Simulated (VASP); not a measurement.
Wanted: the native input for a VASP 6.6.1 run.

```
Task                   : relaxation of cell and atoms
Functional             : revPBE
Potentials or basis    : VASP PAW PBE potentials, release 64 (Ag)
Cutoff                 : 600 eV
k mesh                 : 11 × 11 × 11
Occupations            : fermi-dirac, width 0.05 eV
Spin                   : no spin polarisation
Dipole correction      : no
Further INCAR settings : ALGO = Normal; EDIFF = 1e-06; IBRION = 2; EDIFFG = -0.02; NSW = 80; ISIF = 3
```

The structure of Ag lies in POSCAR:

```
Ag
1.0
    0.0000000000      2.0427500000      2.0427500000
    2.0427500000      0.0000000000      2.0427500000
    2.0427500000      2.0427500000      0.0000000000
Ag
1
Direct
    0.0000000000      0.0000000000      0.0000000000
```

These files were run (other wordings do the same):

INCAR

```
PREC = Accurate
ENCUT = 600
EDIFF = 1E-6
ISMEAR = -1
SIGMA = 0.05
LREAL = False
LASPH = True
NELM = 60
ALGO = Normal
ISIF = 3
LWAVE = False
LCHARG = False
GGA = RE
IBRION = 2
NSW = 80
EDIFFG = -0.02
```

KPOINTS

```
regular mesh
0
Gamma
  11 11 11
```

Potentials or basis: VASP PAW PBE potentials, release 64 (Ag).

Command:

```sh
$ cat potpaw_PBE.64/Ag/POTCAR > POTCAR
$ mpirun -np 1 vasp_std > vasp.out
```

It gave:

```json
{
 "Relaxed volume": "18.37 Å³/atom",
 "Relaxed cell": "a = 2.962 Å, b = 2.962 Å, c = 2.962 Å, α = 60.00°, β = 60.00°, γ = 60.00°",
 "Space group after relaxing (to 0.05 Å)": "Fm-3m (No. 225)",
 "Energy gained by relaxing": "27.3 meV/atom",
 "Ionic steps": "3",
 "Pressure after relaxing": "0.0 GPa"
}
```

Caveat: the PAW data sets were made with another functional, which shifts forces and pressure a little.

Run time: 13 s on 1 thread of Intel Xeon 6975P-C (shared host), peak memory 0.15 GiB.
